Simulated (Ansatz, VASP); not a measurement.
**Two plane-wave programs on Fe**

```xyz
2
Lattice="2.5538 0.0000 0.0000 0.0000 2.5538 0.0000 0.0000 0.0000 3.6116" Properties=species:S:1:pos:R:3 pbc="T T T"
Fe    0.0000    0.0000    0.0000
Fe    1.2769    1.2769    1.8058
```

Alike in both runs: task relaxation of cell and atoms; functional PBE; k mesh 12 × 12 × 9; occupations fermi-dirac, width 0.05 eV; collinear spin.

|  | VASP | Ansatz |
| --- | --- | --- |
| version | VASP 6.6.1 | Ansatz 0.2.0 |
| potentials or method | VASP PAW PBE potentials, release 64 (Fe), cutoff 600 eV | plane waves (420 eV) with PAW, scalar-relativistic |
| valence electrons in the cell | 16 | 32 |

|  | VASP | Ansatz | Ansatz less VASP |
| --- | --- | --- | --- |
| net moment per atom (μB) | 0.00 | 0.00 | 0.000 |
| size of the moment on the site where the two differ most (μB) | 1.59 | 1.55 | -0.042 |
| relaxed volume (Å³/atom) | 10.77 | 10.79 | +0.018 |
| relaxed length of the cell vector where the two differ most in proportion (Å) | 2.419 | 2.421 | +0.0024 |

Site moments also hang on the region over which each program counts them. VASP's potentials hold 16 valence electrons a cell and Ansatz's 32, so a difference there can come from the potentials and not from the codes.
